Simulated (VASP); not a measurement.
Here is a VASP 6.6.1 calculation.

Contents of INCAR:

```
  PREC = Accurate
  ENCUT = 520
  EDIFF = 1E-6
  ISMEAR = 0
  SIGMA = 0.1
  LREAL = False
  LASPH = True
  NELM = 100
  ALGO = Fast
  ISIF = 2
  LWAVE = False
  LCHARG = False
  GGA = PE
  NBANDS = 23
```

KPOINTS

```
regular mesh
0
Gamma
  6 6 6
```

File POSCAR:

```
Te3O2
1.0
    3.6753681187      2.1219747727      2.5054948392
   -3.6753681187      2.1219747727      2.5054948392
    0.0000000000     -4.2439495454      2.5054948393
Te O
3 2
Direct
    0.0000000000      0.5000000000      0.0000000000
    0.0000000000      0.0000000000      0.5000000000
    0.5000000000      0.0000000000      0.0000000000
    0.7554462309      0.7554462309      0.7554462309
    0.2445537691      0.2445537691      0.2445537691
```

Potentials or basis: VASP PAW PBE potentials, release 64 (Te, O).

The run is started by

```sh
$ cat potpaw_PBE.64/Te/POTCAR potpaw_PBE.64/O/POTCAR > POTCAR
$ mpirun -np 1 vasp_std > vasp.out
```

(1) Predict the largest force.

(2) Predict the pressure.

(3) What does it give for the band gap on the k mesh?

Results:

(1) 0.055 eV/Å.

(2) -0.4 GPa.

(3) zero (bands 15 and 16 overlap by 1.70 eV).

Caveat: spin-orbit coupling is left out, which moves the levels of the heavy elements.
